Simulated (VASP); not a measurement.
Here is a VASP 6.6.1 calculation.

File INCAR:

```
ALGO = Normal ; EDIFF = 1E-6
ENCUT = 520 ; GGA = CA
ISIF = 2 ; ISMEAR = -1
LASPH = True ; LCHARG = False
LREAL = False ; LWAVE = False
NBANDS = 28 ; NELM = 80
PREC = Accurate ; SIGMA = 0.3
```

The input KPOINTS:

```
k-points
0
Gamma
  4 4 4
```

Contents of POSCAR:

```
Rb3Hg
1.0
    0.0000000000      4.9931703391      4.9931703391
    4.9931703391      0.0000000000      4.9931703391
    4.9931703391      4.9931703391      0.0000000000
Rb Hg
3 1
Direct
    0.2500000000      0.2500000000      0.2500000000
    0.7500000000      0.7500000000      0.7500000000
    0.5000000000      0.5000000000      0.5000000000
    0.0000000000      0.0000000000      0.0000000000
```

Potentials or basis: VASP PAW LDA potentials, release 64 (Rb_sv, Hg).

Command:

```bash
$ cat potpaw_LDA.64/Rb_sv/POTCAR potpaw_LDA.64/Hg/POTCAR > POTCAR
$ mpirun -np 1 vasp_std > vasp.out
```

Problem. Estimate the pressure.

Solution. -0.8 GPa.
